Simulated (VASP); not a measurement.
# CoO: single point with PBE

CoO:

```
Co O
1.0
     2.82845    0.00000    0.00000
    -1.41423    2.44951    0.00000
     0.00000    0.00000    2.72172
Co O
1 1
Direct
  0.00000 0.00000 0.50000
  0.66667 0.33333 0.00000
```

| Item | Value |
| --- | --- |
| Program | VASP 6.6.1 |
| Task | single point |
| Functional | PBE |
| Potentials or basis | VASP PAW PBE potentials, release 64 (Co, O) |
| Cutoff | 520 eV |
| k mesh | 11 × 11 × 10 |
| Occupations | fermi-dirac, width 0.05 eV |
| Spin | collinear spin, ferromagnetic start |
| Starting moments | [2.0, 0.0] μB |

```yaml
Pressure: -0.3 GPa
Band_gap_on_the_k_mesh: zero (filled and empty bands overlap)
Net_moment: 3.00 μB per cell
Site_moments: Co +2.55; O +0.41 μB
Valence_electrons_inside_the_program's_atomic_spheres: Co 7.85; O 4.97
```

Stress tensor (GPa, compression positive):
```
-0.10  0.00  0.00
 0.00 -0.10  0.00
 0.00  0.00 -0.66
```

Levels at points of the mesh, in eV from the Fermi level:
Spin up:
```
           k point  band 7  band 8  band 9  band 10  band 11  band 12
(0.00, 0.00, 0.00)   -2.93   -1.01   -1.01     0.71    14.68    16.14
(0.00, 0.00, 0.50)   -2.19   -1.26   -1.26     6.85     6.91    21.45
```
Spin down:
```tsv
k point	band 4	band 5	band 6	band 7	band 8	band 9
(0.00, 0.00, 0.00)	-2.97	-2.66	0.27	0.27	0.82	0.82
(0.00, 0.00, 0.50)	-3.02	-0.99	-0.99	-0.12	0.95	0.95
```

Wall time 92 s on 1 thread of Intel(R) Xeon(R) Platinum 8488C (Sapphire Rapids), with other jobs on the host, peak memory 0.22 GiB.

Caveat: a cell with one magnetic atom can't hold antiferromagnetic order, which such compounds often take; semilocal functionals often make such compounds metallic where correlation or magnetic order opens a gap, which also shifts bond lengths. With open d or f shells a metallic result of PBE can be an artefact of self-interaction; +U or a hybrid may open a gap.
